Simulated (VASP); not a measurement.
A run of VASP 6.6.1 is set up as follows.

File INCAR:

```
SYSTEM = Os
  PREC = Accurate
  ENCUT = 520
  EDIFF = 1E-6
  ISMEAR = -1
  SIGMA = 0.15
  LREAL = .False.
  LASPH = .True.
  NELM = 150
  ALGO = Normal
  ISIF = 2
  LWAVE = .False.
  LCHARG = .False.
  MAGMOM = 0 0 0
  LORBIT = 11
  LSORBIT = .True.
  GGA_COMPAT = .False.
  LORBMOM = .True.
  LMAXMIX = 4
  GGA = PE
  NBANDS = 19
```

KPOINTS

```
regular mesh
0
Gamma
  4 4 4
  0 0 0
```

The input POSCAR:

```
Os
1.0
    0.0000000000      1.9265000000      1.9265000000
    1.9265000000      0.0000000000      1.9265000000
    1.9265000000      1.9265000000      0.0000000000
Os
1
Direct
    0.0000000000      0.0000000000      0.0000000000
```

Potentials or basis: VASP PAW PBE potentials, release 64 (Os).

The run is started by

```bash
$ cat potpaw_PBE.64/Os/POTCAR > POTCAR
$ mpirun -np 1 vasp_ncl > vasp.out
```

Estimate the net moment.

0.00 μB per cell.

Predict the pressure.

1.9 GPa.

Moments on the atoms (μB; x, y, z):
```
Os  0.00 0.00 0.00
```

Caveat: the k points lie up to 0.71 Å⁻¹ apart.
